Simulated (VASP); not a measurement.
The system is Ni.

```xyz
1
Lattice="0.0000 1.7604 1.7604 1.7604 0.0000 1.7604 1.7604 1.7604 0.0000" Properties=species:S:1:pos:R:3 pbc="T T T"
Ni    0.0000    0.0000    0.0000
```

Base run:

- Program: VASP 6.6.1
- Functional: r2SCAN
- Potentials or basis: VASP PAW PBE potentials, release 64 (Ni)
- Cutoff: 520 eV
- k mesh: 14 × 14 × 14
- Occupations: fermi-dirac, width 0.1 eV
- Spin: collinear spin, ferromagnetic start
- Starting moments: [1.58] μB
- Fixed moment: 1.58 μB

Its results: pressure 7.1 GPa; net moment 1.58 μB per cell; site moments Ni +1.53 μB.

Q: The run is repeated on the same cell with these changes: fixed moment from 1.58 μB to none; moments at the start from [1.58] to [2.0]. What comes out?

A: Pressure -6.6 GPa; net moment 0.74 μB per cell; site moments Ni +0.76 μB.

Caveats: the PAW data sets were made with another functional, which shifts forces and pressure a little; the cell stands under pressure (at least some runs); the total moment is fixed, so each spin has its own Fermi level and the state may be an excited one (at least some runs); the cell stands under tension (at least some runs).
